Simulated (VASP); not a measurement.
WC, 2 atoms in the cell. Symmetry: P-6m2, No. 187, hexagonal system. The conventional cell has a = 2.919 Å, b = 2.919 Å, c = 2.849 Å, α = 90.00°, β = 90.00°, γ = 120.00°. Within 2.9 Å of W (site symmetry -6m2) lie 6 C at 2.21 Å and 2 W at 2.85 Å. Within 2.9 Å of C (site symmetry -6m2) lie 6 W at 2.21 Å and 2 C at 2.85 Å. 

* Program: VASP 6.6.1
* Task: single point
* Functional: r2SCAN
* Potentials or basis: VASP PAW PBE potentials, release 64 (W_sv, C)
* Cutoff: 520 eV
* k mesh: 10 × 10 × 9
* Occupations: methfessel-paxton, width 0.02 eV
* Spin: no spin polarisation
* Dipole correction: no
* Further INCAR settings: ALGO = Normal; EDIFF = 1e-06; NBANDS = 16

Potentials or basis: VASP PAW PBE potentials, release 64 (W_sv, C).

The run is started by

```console
$ cat potpaw_PBE.64/W_sv/POTCAR potpaw_PBE.64/C/POTCAR > POTCAR
$ cp INCAR.step1 INCAR
$ mpirun -np 1 vasp_std > vasp.out
$ cp INCAR.step2 INCAR
$ mpirun -np 1 vasp_std > vasp.out
```

Hardware: 1 thread of AMD EPYC 7R43 64-Core Processor (Zen 3) (shared host).

Q: How long does it take, and how much memory?

A: Wall time 2.9 min on 1 thread of AMD EPYC 7R43 64-Core Processor (Zen 3), with other jobs on the host, peak memory 0.15 GiB. Counts: k points 155.
